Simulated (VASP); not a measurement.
# InSe (R3m) in VASP: a series of runs

Runs on InSe. Level: PBE+D3(BJ). Tasks: single point.

Everything below comes from runs of VASP 6.6.1. Logs are shortened: lines on timing, memory, paths and dates and some standing lists are left out, and cuts for length are marked.

## (1) The cell of the first run

It takes space group R3m (No. 160, trigonal). The conventional cell has a = 3.751 Å, b = 3.751 Å, c = 23.097 Å, α = 90.00°, β = 90.00°, γ = 120.00°. Within 3.4 Å of In (site symmetry 3m) lie 3 Se at 2.56 Å and 1 In at 2.64 Å. Within 3.4 Å of In (site symmetry 3m) lie 3 Se at 2.56 Å and 1 In at 2.64 Å. Within 3.4 Å of Se (site symmetry 3m) lie 3 In at 2.56 Å and 3 Se at 3.17 Å. Se (site symmetry 3m) has 3 In at 2.56 Å and 3 Se at 3.17 Å within 3.4 Å.

## (2) Single point, PBE+D3(BJ) (23.45 Å³/atom)

Contents of INCAR:

```
ALGO = Normal
EDIFF = 1E-7
ENCUT = 520
GGA = PE
ISIF = 2
ISMEAR = 0
IVDW = 12
LASPH = T
LCHARG = T
LELF = T
LREAL = F
LVHAR = T
LWAVE = F
NBANDS = 27
NELM = 60
PREC = Accurate
SIGMA = 0.05
```

Contents of KPOINTS:

```
k-points
0
Gamma
  12 12 12
```

Contents of POSCAR:

```
InSe
1.0
    1.8755717812      1.0828618728      7.6990257357
   -1.8755717812      1.0828618728      7.6990257357
    0.0000000000     -2.1657237455      7.6990257357
In Se
2 2
Direct
   -0.0014381156     -0.0014381156     -0.0014381156
    0.1130664329      0.1130664329      0.1130664329
    0.6057560346      0.6057560346      0.6057560346
    0.8386156480      0.8386156480      0.8386156480
```

Potentials or basis: VASP PAW PBE potentials, release 64 (In_d, Se).

On the command line:

```bash
$ cat potpaw_PBE.64/In_d/POTCAR potpaw_PBE.64/Se/POTCAR > POTCAR
$ mpirun -np 1 vasp_std > vasp.out
```

OUTCAR:

```text
EDIFF = 1E-7
   ENCUT = 520
   GGA = PE
   ISIF = 2
   ISMEAR = 0
   IVDW = 12
   LASPH = T
   LREAL = F
   NELM = 60
   PREC = Accurate
 IVDW          = 12

 ion  position               nearest neighbor table
   1  0.999  0.999  0.999-   3 2.56   3 2.56   3 2.56   2 2.64
   2  0.113  0.113  0.113-   4 2.56   4 2.56   4 2.56   1 2.64
   3  0.606  0.606  0.606-   1 2.56   1 2.56   1 2.56
   4  0.839  0.839  0.839-   2 2.56   2 2.56   2 2.56

  LATTYP: Found a trigonal (rhomboedric) cell.
 ALAT       =     7.9978344957
 COS(alpha) =     0.8900101651

  Lattice vectors:

 A1 = (   1.8755717812,   1.0828618728,   7.6990257357)
 A2 = (  -1.8755717812,   1.0828618728,   7.6990257357)
 A3 = (   0.0000000000,  -2.1657237455,   7.6990257357)

Analysis of symmetry for initial positions (statically):
=====================================================================
 Subroutine PRICEL returns:
 Original cell was already a primitive cell.

 Routine SETGRP: Setting up the symmetry group for a
 trigonal (rhombohedral) supercell.

 Subroutine GETGRP returns: Found  6 space group operations
 (whereof  6 operations were pure point group operations)
 out of a pool of 12 trial point group operations.

The static configuration has the point symmetry C_3v.

Analysis of symmetry for dynamics (positions and initial velocities):
=====================================================================
 Subroutine PRICEL returns:
 Original cell was already a primitive cell.

 Routine SETGRP: Setting up the symmetry group for a
 trigonal (rhombohedral) supercell.

 Subroutine GETGRP returns: Found  6 space group operations
 (whereof  6 operations were pure point group operations)
 out of a pool of 12 trial point group operations.

The dynamic configuration has the point symmetry C_3v.

 Subroutine INISYM returns: Found  6 space group operations
 (whereof  6 operations are pure point group operations),
 and found     1 'primitive' translations

----------------------------------------------------------------------------------------

                                     Primitive cell

  volume of cell :      93.8196

  direct lattice vectors                    reciprocal lattice vectors
     1.875571781  1.082861873  7.699025736     0.266585371  0.153913136  0.043295521
    -1.875571781  1.082861873  7.699025736    -0.266585371  0.153913136  0.043295521
     0.000000000 -2.165723745  7.699025736     0.000000000 -0.307826272  0.043295521

  length of vectors
     7.997834496  7.997834496  7.997834496     0.310856102  0.310856102  0.310856102

  position of ions in fractional coordinates (direct lattice)
     0.998561884  0.998561884  0.998561884
     0.113066433  0.113066433  0.113066433
     0.605756035  0.605756035  0.605756035
     0.838615648  0.838615648  0.838615648

  ion indices of the primitive-cell ions
   primitive index   ion index
                 1           1
                 2           2
                 3           3
                 4           4

----------------------------------------------------------------------------------------

 KPOINTS: k-points

Automatic generation of k-mesh.
 Grid dimensions read from file:
 generate k-points for:   12   12   12

 Generating k-lattice:

  Cartesian coordinates                     Fractional coordinates (reciprocal lattice)
     0.022215448  0.012826095  0.003607960     0.083333333  0.000000000  0.000000000
    -0.022215448  0.012826095  0.003607960     0.000000000  0.083333333  0.000000000
     0.000000000 -0.025652189  0.003607960     0.000000000  0.000000000  0.083333333

  Length of vectors
     0.025904675  0.025904675  0.025904675

  Shift w.r.t. Gamma in fractional coordinates (k-lattice)
     0.000000000  0.000000000  0.000000000

 Subroutine IBZKPT returns following result:
 ===========================================

 Found    189 irreducible k-points:

 Following reciprocal coordinates:
            Coordinates               Weight
  0.000000  0.000000  0.000000      1.000000
  0.083333 -0.000000  0.000000      6.000000
  0.166667 -0.000000  0.000000      6.000000
  0.250000 -0.000000  0.000000      6.000000
  0.333333  0.000000  0.000000      6.000000
  0.416667 -0.000000  0.000000      6.000000
[... 16 lines left out ...]
  0.500000  0.166667  0.000000     12.000000
 -0.416667  0.166667 -0.000000     12.000000
 [... further k-points ...]
   k-points           NKPTS =    189   k-points in BZ     NKDIM =    189   number of bands    NBANDS=     27
   number of dos      NEDOS =    301   number of ions     NIONS =      4
   total plane-waves  NPLWV = 216000
   dimension x,y,z NGX =    60 NGY =   60 NGZ =   60
   dimension x,y,z NGXF=   120 NGYF=  120 NGZF=  120
   ions per type =               2   2
   NGX,Y,Z   is equivalent  to a cutoff of  12.47, 12.47, 12.47 a.u.
   NGXF,Y,Z  is equivalent  to a cutoff of  24.94, 24.94, 24.94 a.u.
 SYSTEM =  unknown system
   PREC   = accura    normal or accurate (medium, high low for compatibility)
   ISTART =      0    job   : 0-new  1-cont  2-samecut
   ICHARG =      2    charge: 1-file 2-atom 10-const
   ISPIN  =      1    spin polarized calculation?
   LNONCOLLINEAR =      F non collinear calculations
   LSORBIT =      F    spin-orbit coupling
   LASPH  =      T    aspherical Exc in radial PAW
   ENCUT  =  520.0 eV  38.22 Ry    6.18 a.u.  14.87 14.87 14.87*2*pi/ulx,y,z
   NELM   =     60;   NELMIN=  2; NELMDL= -5     # of ELM steps
   EDIFF  = 0.1E-06   stopping-criterion for ELM
   LREAL  =      F    real-space projection
   EDIFFG = 0.1E-05   stopping-criterion for IOM
   NSW    =      0    number of steps for IOM
   IBRION =     -1    ionic relax: 0-MD 1-quasi-New 2-CG
   NFREE  =      0    steps in history (QN), initial steepest desc. (CG)
   ISIF   =      2    stress and relaxation
   ISYM   =      2    0-nonsym 1-usesym 2-fastsym
   POTIM  = 0.5000    time-step for ionic-motion
   TEBEG  =    0.0;   TEEND  =   0.0 temperature during run
   PSTRESS=    0.0 pullay stress
   NELECT =      38.0000    total number of electrons
   NUPDOWN=      -1.0000    fix difference up-down
   EMIN   =  10.00;   EMAX   =-10.00  energy-range for DOS
   EFERMI =   0.00;   METHOD = LEGACY
   ISMEAR =     0;   SIGMA  =   0.05  broadening in eV -4-tet -1-fermi 0-gaus
   EFERMI_NEDOS =   21; number of points for ismear=-14 and -15
   IALGO  =     38    algorithm
   IMIX   =      4    mixing-type and parameters
     AMIX     =   0.40;   BMIX     =  1.00
     AMIX_MAG =   1.60;   BMIX_MAG =  1.00
  volume/ion in A,a.u.               =      23.45       158.28
  Fermi-wavevector in a.u.,A,eV,Ry     =   1.211262  2.288953 19.961865  1.467156
  Thomas-Fermi vector in A             =   2.346783
   LORBIT       =      0    0 simple, 1 ext, 2 COOP (PROOUT), +10 PAW based schemes
   GGA     = PE    functional components
   LHFCALC =     F    Hartree Fock is set to
   AEXX    =    0.0000 exact exchange contribution
   IVDW    =    12    specifies the selected vdW correction
   LEPSILON=     F    determine dielectric tensor
   LRPA    =     F    only Hartree local field effects (RPA)
 non-spin polarized calculation
 Gauss-broadening in eV      SIGMA  =   0.05
  energy-cutoff  :      520.00
  volume of cell :       93.82
 maximum number of plane-waves:      2550
   NGX = 29   NGY = 29   NGZ = 29

 number of electron      38.0000007 magnetization

 Free energy of the ion-electron system (eV)
  ---------------------------------------------------
  ext. energy  EPLUGINS =         0.00000000
  ---------------------------------------------------
  free energy    TOTEN  =       -13.13949283 eV

  energy without entropy =      -13.13949283  energy(sigma->0) =      -13.13949283

 E-fermi :   6.7302     XC(G=0): -10.0294

 val. band max:        6.5146119991   @ k =   0.5000   0.5000   0.4167
 cond. band min:       7.1931295440   @ k =   0.5000  -0.0000   0.0000
 fundamental gap:      0.6785175448
 Fermi energy:         6.7301927126

 k-point     1 :       0.0000    0.0000    0.0000
  band No.  band energies     occupation
      1      -8.7438      2.00000
      2      -8.4655      2.00000
      3      -8.4655      2.00000
      4      -8.3335      2.00000
      5      -8.3335      2.00000
      6      -8.3276      2.00000
[... 19 lines left out ...]
     26      12.4116      0.00000
     27      15.3056      0.00000

 k-point     2 :       0.0833   -0.0000    0.0000
  band No.  band energies     occupation
      1      -8.7423      2.00000
      2      -8.5984      2.00000
      3      -8.4646      2.00000
      4      -8.3778      2.00000
      5      -8.3369      2.00000
      6      -8.3263      2.00000
[... 19 lines left out ...]
     26      12.6372      0.00000
     27      14.7597      0.00000

 k-point     3 :       0.1667   -0.0000    0.0000
  band No.  band energies     occupation
      1      -8.7675      2.00000
      2      -8.7034      2.00000
      3      -8.4849      2.00000
      4      -8.4637      2.00000
      5      -8.3474      2.00000
      6      -8.3051      2.00000
[... 19 lines left out ...]
     26      13.0514      0.00000
     27      13.9211      0.00000

 k-point     4 :       0.2500   -0.0000    0.0000
  band No.  band energies     occupation
      1      -8.8569      2.00000
      2      -8.7042      2.00000
      3      -8.5979      2.00000
      4      -8.4654      2.00000
      5      -8.3617      2.00000
      6      -8.2735      2.00000
[... 19 lines left out ...]
     26      13.2210      0.00000
     27      13.9324      0.00000

 k-point     5 :       0.3333    0.0000    0.0000
  band No.  band energies     occupation
      1      -8.9260      2.00000
      2      -8.7023      2.00000
      3      -8.6813      2.00000
      4      -8.4690      2.00000
      5      -8.3758      2.00000
      6      -8.2403      2.00000
[... 19 lines left out ...]
     26      13.2617      0.00000
     27      13.9140      0.00000

 k-point     6 :       0.4167   -0.0000    0.0000
  band No.  band energies     occupation
      1      -8.9668      2.00000
      2      -8.7537      2.00000
      3      -8.6811      2.00000
      4      -8.4725      2.00000
      5      -8.3860      2.00000
      6      -8.2171      2.00000
[... 444 lines left out ...]
      1      -8.8749      2.00000
      2      -8.7029      2.00000
      3      -8.6491      2.00000
      4      -8.4771      2.00000
      5      -8.3556      2.00000
      6      -8.2711      2.00000
[... 19 lines left out ...]
     26      13.1237      0.00000
     27      14.0402      0.00000

 k-point    22 :       0.4167    0.1667    0.0000
  band No.  band energies     occupation
      1      -8.9211      2.00000
      2      -8.7320      2.00000
      3      -8.6806      2.00000
      4      -8.4883      2.00000
      5      -8.3592      2.00000
      6      -8.2516      2.00000
[... 19 lines left out ...]
     26      13.5745      0.00000
     27      13.9718      0.00000

 k-point    23 :       0.5000    0.1667    0.0000
  band No.  band energies     occupation
      1      -8.9511      2.00000
      2      -8.7729      2.00000
      3      -8.6760      2.00000
      4      -8.4970      2.00000
      5      -8.3621      2.00000
      6      -8.2369      2.00000
[... 19 lines left out ...]
     26      13.5117      0.00000
     27      14.5021      0.00000

 k-point    24 :      -0.4167    0.1667   -0.0000
  band No.  band energies     occupation
      1      -8.9647      2.00000
      2      -8.7834      2.00000
      3      -8.6741      2.00000
      4      -8.5003      2.00000
      5      -8.3632      2.00000
      6      -8.2316      2.00000
[... 19 lines left out ...]
     26      13.5832      0.00000
     27      14.7460      0.00000

 [... further k-points ...]

------------------------ aborting loop because EDIFF is reached ----------------------------------------

 Edisp (eV)   -1.52334

 E8    (eV) :    -0.6991

  FORCE on cell =-STRESS in cart. coord.  units (eV):
  Direction    XX          YY          ZZ          XY          YZ          ZX
  --------------------------------------------------------------------------------------
  -------------------------------------------------------------------------------------
  Total       7.06873     7.06873     7.07323     0.00000     0.00000     0.00000
  in kB     120.71419   120.71419   120.79104     0.00000     0.00000     0.00000
  external pressure =      120.74 kB  Pullay stress =        0.00 kB

 VOLUME and BASIS-vectors are now :
 -----------------------------------------------------------------------------
  energy-cutoff  :      520.00
  volume of cell :       93.82
      direct lattice vectors                 reciprocal lattice vectors
     1.875571781  1.082861873  7.699025736     0.266585371  0.153913136  0.043295521
    -1.875571781  1.082861873  7.699025736    -0.266585371  0.153913136  0.043295521
     0.000000000 -2.165723745  7.699025736     0.000000000 -0.307826272  0.043295521

 POSITION                                       TOTAL-FORCE (eV/Angst)
 -----------------------------------------------------------------------------------
      0.00000      0.00000     23.06386         0.000000      0.000000      0.018851
      0.00000      0.00000      2.61150         0.000000     -0.000000     -0.019103
      0.00000      0.00000     13.99119         0.000000     -0.000000     -0.019843
      0.00000      0.00000     19.36957         0.000000      0.000000      0.020095
 -----------------------------------------------------------------------------------
    total drift:                                0.000000     -0.000000     -0.000190

  FREE ENERGIE OF THE ION-ELECTRON SYSTEM (eV)
  ---------------------------------------------------
  free  energy   TOTEN  =       -14.6628308458 eV

  energy  without entropy=      -14.6628308458  energy(sigma->0) =      -14.66283085
```

It took 23 min on 1 thread of Intel Xeon Platinum 8259CL at 2.50GHz (Skylake/Cascade Lake), shared host; peak memory 0.74 GiB.

Results:

```yaml
Free_energy: -14.6628 eV
Pressure: 12.1 GPa
Largest_force: 0.020 eV/Å
Band_gap_on_the_k_mesh: 0.68 eV (least direct gap 1.11 eV)
Dispersion_energy_per_atom: -0.381 eV
```

Forces on the atoms (eV/Å):
```
In   0.000  0.000  0.019
In   0.000  0.000 -0.019
Se   0.000  0.000 -0.020
Se   0.000  0.000  0.020
```

Levels at points of the mesh, in eV from the valence-band top:
```csv
k point,band 16,band 17,band 18,band 19,band 20,band 21,band 22,band 23
"(0.00, 0.00, 0.00)",-1.50,-1.50,-0.89,-0.89,2.81,3.12,4.41,4.86
"(0.50, 0.00, 0.00)",-3.36,-2.87,-2.04,-1.90,0.68,2.51,3.69,4.27
"(0.50, 0.50, 0.00)",-3.42,-3.04,-1.84,-1.77,0.76,2.40,2.84,3.51
"(0.50, 0.50, 0.50)",-1.56,-0.80,-0.80,-0.13,0.98,3.13,4.61,4.61
```

Caveat: the cell stands under pressure; spin-orbit coupling is left out, which moves the levels of the heavy elements. A k mesh can miss the band edges.

## (3) Single point, PBE+D3(BJ) (24.63 Å³/atom)

This run uses another cell than the first one, of 24.63 Å³/atom.

Contents of INCAR:

```
PREC = Accurate ; ENCUT = 520
EDIFF = 1E-6 ; ISMEAR = 0
SIGMA = 0.05 ; LREAL = False
LASPH = True ; NELM = 60
ALGO = Normal ; ISIF = 2
LWAVE = False ; LCHARG = False
GGA = PE ; IVDW = 12
NBANDS = 27
```

Contents of KPOINTS:

```
regular mesh
0
Gamma
  12 12 12
```

Contents of POSCAR:

```
InSe
1.0
    1.9123711961      1.1041080249      7.7758533754
   -1.9123711961      1.1041080249      7.7758533754
    0.0000000000     -2.2082160498      7.7758533754
In Se
2 2
Direct
   -0.0016607889     -0.0016607889     -0.0016607889
    0.1132345433      0.1132345433      0.1132345433
    0.6072124105      0.6072124105      0.6072124105
    0.8372138350      0.8372138350      0.8372138350
```

Potentials or basis: VASP PAW PBE potentials, release 64 (In_d, Se).

On the command line:

```bash
$ cat potpaw_PBE.64/In_d/POTCAR potpaw_PBE.64/Se/POTCAR > POTCAR
$ mpirun -np 1 vasp_std > vasp.out
```

Wall time 21 min (1 thread of Intel Xeon Platinum 8259CL at 2.50GHz (Skylake/Cascade Lake), shared host); peak memory 0.75 GiB.

Results (log left out):

| Quantity | Value |
| --- | --- |
| Free energy | -14.9585 eV |
| Pressure | 8.3 GPa |
| Largest force | 0.019 eV/Å |
| Band gap on the k mesh | 0.78 eV (least direct gap 0.87 eV) |
| Dispersion energy per atom | -0.362 eV |

Forces in eV/Å, atoms in the order of the input:
```
In   0.000  0.000  0.019
In   0.000  0.000 -0.019
Se   0.000  0.000 -0.018
Se   0.000  0.000  0.019
```

Levels at points of the mesh, in eV from the valence-band top:
```
           k point  band 16  band 17  band 18  band 19  band 20  band 21  band 22  band 23
(0.00, 0.00, 0.00)    -1.50    -1.50    -1.01    -1.01     2.55     2.81     4.56     4.67
(0.50, 0.00, 0.00)    -3.14    -2.78    -2.10    -1.83     0.78     2.39     3.70     4.21
(0.50, 0.50, 0.00)    -3.25    -2.95    -1.85    -1.73     0.85     2.30     2.96     3.48
(0.50, 0.50, 0.50)    -1.57    -0.92    -0.92    -0.07     0.79     2.85     4.45     4.45
```

Caveat: the cell stands under pressure; spin-orbit coupling is left out, which moves the levels of the heavy elements.
